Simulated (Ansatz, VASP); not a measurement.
## InSe: VASP beside Ansatz

```
In Se
1.0
     4.04733    0.00000    0.00000
    -2.02366    3.50509    0.00000
     0.00000    0.00000   18.05206
In Se
4 4
Direct
  0.33333 0.66667 0.07739
  0.33333 0.66667 0.92261
  0.00000 0.00000 0.42261
  0.00000 0.00000 0.57739
  0.33333 0.66667 0.35298
  0.33333 0.66667 0.64702
  0.66667 0.33333 0.14700
  0.66667 0.33333 0.85300
```

Alike in both runs: task single point; functional PBE; k mesh 8 × 8 × 2; occupations gaussian, width 0.014 eV; no spin polarisation.

|  | VASP | Ansatz |
| --- | --- | --- |
| version | VASP 6.6.1 | Ansatz 0.2.0 |
| potentials or method | VASP PAW PBE potentials, release 64 (In_d, Se) | Ansatz PAW |
| plane-wave cutoff (eV) | 520 | 420 |
| valence electrons in the cell | 76 | 116 |

|  | VASP | Ansatz | Ansatz less VASP |
| --- | --- | --- | --- |
| gap on the k mesh at the Fermi level (eV) | 0.72 | 0.73 | +0.012 |
| least direct gap on the mesh (eV) | 0.72 | 0.73 | +0.012 |
| pressure (GPa) | 1.5 | 1.4 | -0.03 |
| rms of the force components (eV/Å) | 0.113 | 0.105 | -0.0082 |

Atom by atom the forces differ by 0.009 eV/Å (rms over components). With one functional, cell and mesh, what is left measures potentials, basis and numerics. VASP's potentials hold 76 valence electrons a cell and Ansatz's 116, so a difference there can come from the potentials and not from the codes.
